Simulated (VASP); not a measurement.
Set up this calculation in VASP 6.6.1, as the native input.

```
Task                   : single point
Functional             : PBE
Dispersion             : D4
Potentials or basis    : VASP PAW PBE potentials, release 64 (Ir)
Cutoff                 : 520 eV
k mesh                 : 12 × 12 × 12
Occupations            : fermi-dirac, width 0.05 eV
Spin                   : no spin polarisation
Dipole correction      : no
Further INCAR settings : ALGO = Normal; EDIFF = 1e-06; NBANDS = 10
```

The structure of Ir lies in POSCAR:

```
Ir
1.0
    0.0000000000      1.9182759105      1.9182759105
    1.9182759105      0.0000000000      1.9182759105
    1.9182759105      1.9182759105      0.0000000000
Ir
1
Direct
    0.0000000000      0.0000000000      0.0000000000
```

These files were run (other wordings do the same):

INCAR

```
SYSTEM = Ir
PREC = Accurate
ENCUT = 520
EDIFF = 1E-6
ISMEAR = -1
SIGMA = 0.05
LREAL = .False.
LASPH = .True.
NELM = 100
ALGO = Normal
ISIF = 2
LWAVE = .False.
LCHARG = .False.
GGA = PE
IVDW = 13
NBANDS = 10
```

KPOINTS

```
regular mesh
0
Gamma
  12 12 12
  0 0 0
```

Potentials or basis: VASP PAW PBE potentials, release 64 (Ir).

Run with:

```sh
$ cat potpaw_PBE.64/Ir/POTCAR > POTCAR
$ mpirun -np 1 vasp_std > vasp.out
```

It gave:

The pressure is 0.6 GPa. The dispersion energy per atom is -0.925 eV.

Caveat: pairwise dispersion overbinds metals, which lowers pressure and volume.

Wall time 7.9 s on 1 thread of Intel(R) Xeon(R) Platinum 8259CL CPU @ 2.50GHz (Skylake/Cascade Lake), on a shared host, peak memory 0.13 GiB.
